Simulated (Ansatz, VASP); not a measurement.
## SrCl2 in VASP and in Ansatz

POSCAR

```
SrCl2
1.0
    0.0000000000      3.3693282850      3.3693282850
    3.3693282850      0.0000000000      3.3693282850
    3.3693282850      3.3693282850      0.0000000000
Sr Cl
1 2
Direct
    0.0000000000      0.0000000000      0.0000000000
    0.2500000000      0.2500000000      0.2500000000
    0.7500000000      0.7500000000      0.7500000000
```

INCAR.step1

```
PREC = Accurate
ENCUT = 520
ISMEAR = 0
SIGMA = 0.02
LREAL = F
LASPH = T
NELM = 60
NBANDS = 19
GGA = PE
ALGO = Normal
EDIFF = 1E-4
LWAVE = T
LCHARG = F
```

INCAR.step2

```
PREC = Accurate
ENCUT = 520
EDIFF = 1E-6
ISMEAR = 0
SIGMA = 0.02
LREAL = F
LASPH = T
NELM = 60
ALGO = Normal
ISIF = 2
LWAVE = F
LCHARG = F
METAGGA = R2SCAN
LMIXTAU = T
NBANDS = 19
ISTART = 1
```

File KPOINTS:

```
regular mesh
0
Gamma
  6 6 6
```

Input for Ansatz:

```yaml
crystal:
  lattice:
    - [0.0, 3.369328285, 3.369328285]
    - [3.369328285, 0.0, 3.369328285]
    - [3.369328285, 3.369328285, 0.0]
  atoms:
    - { symbol: Sr, position: [0.0, 0.0, 0.0] }
    - { symbol: Cl, position: [0.25, 0.25, 0.25] }
    - { symbol: Cl, position: [0.75, 0.75, 0.75] }
basis:
  ecutwfc: 500
kpoints:
  mp_grid: { grid: [6, 6, 6] }
hamiltonian:
  xc: r2scan
scf:
  occupations: { method: gaussian, width: 0.02 }
output:
  forces: true
  stress: true
  eigenvalues: true
  populations: true
```

Alike in both runs: task single point; functional r2SCAN; k mesh 6 × 6 × 6; occupations gaussian, width 0.02 eV; no spin polarisation.

|  | VASP | Ansatz |
| --- | --- | --- |
| version | VASP 6.6.1 | Ansatz 0.2.0 |
| potentials or method | VASP PAW PBE potentials, release 64 (Sr_sv, Cl), cutoff 520 eV | scalar-relativistic, plane waves, PAW |
| valence electrons in the cell | 24 | 24 |

|  | VASP | Ansatz | Ansatz less VASP |
| --- | --- | --- | --- |
| gap on the k mesh at the Fermi level (eV) | 5.91 | 5.91 | -0.002 |
| least direct gap on the mesh (eV) | 5.91 | 5.91 | -0.002 |
| pressure (GPa) | 5.5 | 5.4 | -0.10 |

VASP's potentials were made for PBE, not for r2SCAN.
